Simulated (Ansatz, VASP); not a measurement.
**CaInC6N6: VASP beside Ansatz**

```xyz
14
Lattice="0.0000 5.3810 5.3810 5.3810 0.0000 5.3810 5.3810 5.3810 0.0000" Properties=species:S:1:pos:R:3 pbc="T T T"
Ca    5.3810    5.3810    5.3810
In    0.0000    0.0000    0.0000
C     2.0010    5.3810    5.3810
C     5.3810    2.0010    5.3810
C     5.3810    5.3810    2.0010
C     8.7610    5.3810    5.3810
C     5.3810    8.7610    5.3810
C     5.3810    5.3810    8.7610
N     3.1710    5.3810    5.3810
N     5.3810    3.1710    5.3810
N     5.3810    5.3810    3.1710
N     7.5910    5.3810    5.3810
N     5.3810    7.5910    5.3810
N     5.3810    5.3810    7.5910
```

Alike in both runs: task single point; functional PBE; k mesh 4 × 4 × 4; occupations gaussian, width 0.1 eV; collinear spin.

|  | VASP | Ansatz |
| --- | --- | --- |
| version | VASP 6.6.1 | Ansatz 0.2.0 |
| potentials or method | VASP PAW PBE potentials, release 64 (Ca_sv, In_d, C, N), cutoff 520 eV | scalar-relativistic, plane waves, PAW |
| valence electrons in the cell | 77 | 77 |

|  | VASP | Ansatz | Ansatz less VASP |
| --- | --- | --- | --- |
| gap on the k mesh at the Fermi level (eV) | none | none | - |
| pressure (GPa) | 14.1 | 13.7 | -0.41 |
| rms of the force components (eV/Å) | 2.040 | 2.238 | +0.1973 |
| net moment per atom (μB) | 0.07 | 0.07 | 0.000 |
| size of the moment on the site where the two differ most (μB) | 0.10 | 0.04 | -0.055 |

Site moments also hang on the region over which each program counts them. Atom by atom the forces differ by 0.205 eV/Å (rms over components). A gap of «none» marks a metal or a gap that the smearing closes. Ansatz's warnings: seeded moment not kept.

Noted on VASP's run: the standard files for N, O and F lose accuracy on very short bonds.
